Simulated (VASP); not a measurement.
Input of a VASP 6.6.1 run:

The input INCAR:

```
PREC = Accurate
ENCUT = 520
EDIFF = 1E-7
ISMEAR = -1
SIGMA = 0.06122561905347299
LREAL = F
LASPH = T
NELM = 80
ALGO = Normal
ISIF = 2
LWAVE = F
LCHARG = T
GGA = PE
LELF = T
LVHAR = T
NBANDS = 10
```

KPOINTS

```
Automatic mesh
0
Gamma
  35 35 35
```

Contents of POSCAR:

```
Br
1.0
    3.0799442139      0.0000000000      0.0000000000
    0.0000000000      3.0799442139      0.0000000000
    0.0000000000      0.0000000000      3.0799442139
Br
1
Direct
    0.0000000000      0.0000000000      0.0000000000
```

Potentials or basis: VASP PAW PBE potentials, release 64 (Br).

The run is started by

```bash
$ cat potpaw_PBE.64/Br/POTCAR > POTCAR
$ mpirun -np 1 vasp_std > vasp.out
```

Task: Estimate the pressure.

Result: 0.6 GPa.

Task: Predict the band gap on the k mesh.

Result: Zero (an odd number of electrons rules out a gap without spin polarisation).

Caveat: an odd number of electrons without spin polarisation forces a metal; a magnetic or distorted state may lie lower.
